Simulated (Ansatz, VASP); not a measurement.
# Two plane-wave programs on Ir2Pt

The input INCAR:

```
SYSTEM = Ir2Pt
PREC = Accurate
ENCUT = 500
EDIFF = 1E-6
ISMEAR = 0
SIGMA = 0.1
LREAL = .FALSE.
LASPH = .TRUE.
NELM = 120
ALGO = Normal
ISIF = 2
LWAVE = .FALSE.
LCHARG = .FALSE.
GGA = PE
NBANDS = 21
GGA_COMPAT = .FALSE.
```

KPOINTS

```
Automatic mesh
0
G
  14 14 14
  0 0 0
```

The input POSCAR:

```
Ir2Pt
1.0
    0.0000000000      2.9790248533      2.9790248533
    2.9790248533      0.0000000000      2.9790248533
    2.9790248533      2.9790248533      0.0000000000
Ir Pt
2 1
Direct
    0.2500000000      0.2500000000      0.2500000000
    0.7500000000      0.7500000000      0.7500000000
    0.0000000000      0.0000000000      0.0000000000
```

Input for Ansatz:

```yaml
crystal:
  lattice:
    - [0.0, 2.9790248533, 2.9790248533]
    - [2.9790248533, 0.0, 2.9790248533]
    - [2.9790248533, 2.9790248533, 0.0]
  atoms:
    - { symbol: Ir, position: [0.25, 0.25, 0.25] }
    - { symbol: Ir, position: [0.75, 0.75, 0.75] }
    - { symbol: Pt, position: [0.0, 0.0, 0.0] }
basis:
  ecutwfc: 420
kpoints:
  mp_grid: { grid: [14, 14, 14] }
hamiltonian:
  xc: pbe
scf:
  occupations: { method: gaussian, width: 0.1 }
  mixing: { preconditioner: kerker_dos }
  n_extra_bands: 32
output:
  forces: true
  eigenvalues: true
  stress: true
```

Alike in both runs: task single point; functional PBE; k mesh 14 × 14 × 14; occupations gaussian, width 0.1 eV; no spin polarisation.

|  | VASP | Ansatz |
| --- | --- | --- |
| version | VASP 6.6.1 | Ansatz 0.2.0 |
| potentials or method | VASP PAW PBE potentials, release 64 (Ir, Pt), cutoff 500 eV | scalar-relativistic, plane waves, PAW |
| valence electrons in the cell | 28 | 52 |

|  | VASP | Ansatz | Ansatz less VASP |
| --- | --- | --- | --- |
| gap on the k mesh at the Fermi level (eV) | none | none | - |
| pressure (GPa) | -0.3 | 0.0 | +0.28 |

A gap of «none» marks a metal or a gap that the smearing closes. VASP's potentials hold 28 valence electrons a cell and Ansatz's 52, so a difference there can come from the potentials and not from the codes.

Neither program's run includes spin-orbit coupling.
